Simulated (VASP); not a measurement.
## Ru: single point with PBEsol

Ru:

```
Ru
1.0
     1.34505   -2.32970    0.00000
     1.34505    2.32970    0.00000
     0.00000    0.00000    4.24981
Ru
2
Direct
  0.66667 0.33333 0.25000
  0.33333 0.66667 0.75000
```

- Program: VASP 6.6.1
- Task: single point
- Functional: PBEsol
- Potentials or basis: VASP PAW PBE potentials, release 64 (Ru_pv)
- Cutoff: 520 eV
- k mesh: 15 × 15 × 9
- Occupations: fermi-dirac, width 0.05 eV
- Spin: no spin polarisation

```yaml
Pressure: 0.0 GPa
Band_gap_on_the_k_mesh: zero (bands 14 and 15 overlap by 3.17 eV)
```

Stress tensor (GPa, compression positive):
```
-0.22  0.00  0.00
 0.00 -0.22  0.00
 0.00  0.00  0.44
```

Levels at points of the mesh, in eV from the Fermi level:
| k point | band 10 | band 11 | band 12 | band 13 | band 14 | band 15 | band 16 | band 17 | band 18 | band 19 |
| --- | --- | --- | --- | --- | --- | --- | --- | --- | --- | --- |
| (0.00, 0.00, 0.00) | -2.67 | -2.47 | -1.96 | -1.96 | -1.43 | -1.43 | 1.25 | 1.25 | 1.30 | 10.23 |

It took 20 s on 1 thread of Intel(R) Xeon(R) 6975P-C (Granite Rapids), with other jobs on the host, peak memory 0.17 GiB.

Caveat: the PAW data sets were made with another functional, which shifts forces and pressure a little.
